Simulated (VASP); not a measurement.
C: relaxation of cell and atoms with PBEsol

The system is C.

```
C
1.0
     0.00000    1.53033    1.53033
     1.53033    0.00000    1.53033
     1.53033    1.53033    0.00000
C
1
Direct
  0.00000 0.00000 0.00000
```

| Item | Value |
| --- | --- |
| Program | VASP 6.6.1 |
| Task | relaxation of cell and atoms |
| Functional | PBEsol |
| Potentials or basis | VASP PAW PBE potentials, release 64 (C) |
| Cutoff | 600 eV |
| k mesh | 30 × 30 × 30 |
| Occupations | gaussian, width 0.1 eV |
| Spin | no spin polarisation |
| Dipole correction | no |
| Further INCAR settings | ALGO = Normal; EDIFF = 1e-06; IBRION = 2; EDIFFG = -0.01; NSW = 100; ISIF = 3 |

```
Relaxed volume                         : 6.98 Å³/atom
Relaxed cell                           : a = 2.145 Å, b = 2.145 Å, c = 2.145 Å, α = 60.00°, β = 60.00°, γ = 60.00°
Space group after relaxing (to 0.05 Å) : Fm-3m (No. 225)
Energy gained by relaxing              : 2.3 meV/atom
Ionic steps                            : 2
Pressure after relaxing                : 0.2 GPa
Band gap on the k mesh                 : zero (band 2 reaches 16.61 eV, above the bottom of band 3 at 4.89 eV)
```

The path:
| step | energy change (eV) | largest force (eV/Å) | pressure (GPa) | volume (Å³) |
| --- | --- | --- | --- | --- |
| 1 | 0.0000 | 0.0000 | -4.08 | 7.17 |
| 2 | -0.0023 | 0.0000 | 0.23 | 6.98 |

Final structure:
```
CELL_PARAMETERS angstrom
0.00000 1.51685 1.51685
1.51685 0.00000 1.51685
1.51685 1.51685 0.00000
ATOMIC_POSITIONS crystal
C 0.00000 0.00000 0.00000
```

Levels at points of the mesh, in eV from the Fermi level:
```
           k point  band 1  band 2  band 3  band 4  band 5  band 6
(0.00, 0.00, 0.00)  -19.42    8.36    8.36    8.36   30.50   30.50
(0.50, 0.00, 0.00)   -9.57   -9.19    6.54    6.54   25.40   27.83
(0.50, 0.50, 0.00)   -7.19   -5.43    2.29    2.29   14.92   16.31
```

Run time: 32 s on 1 thread of Intel Xeon 6975P-C (shared host), peak memory 0.14 GiB.

Caveat: the PAW data sets were made with another functional, which shifts forces and pressure a little.
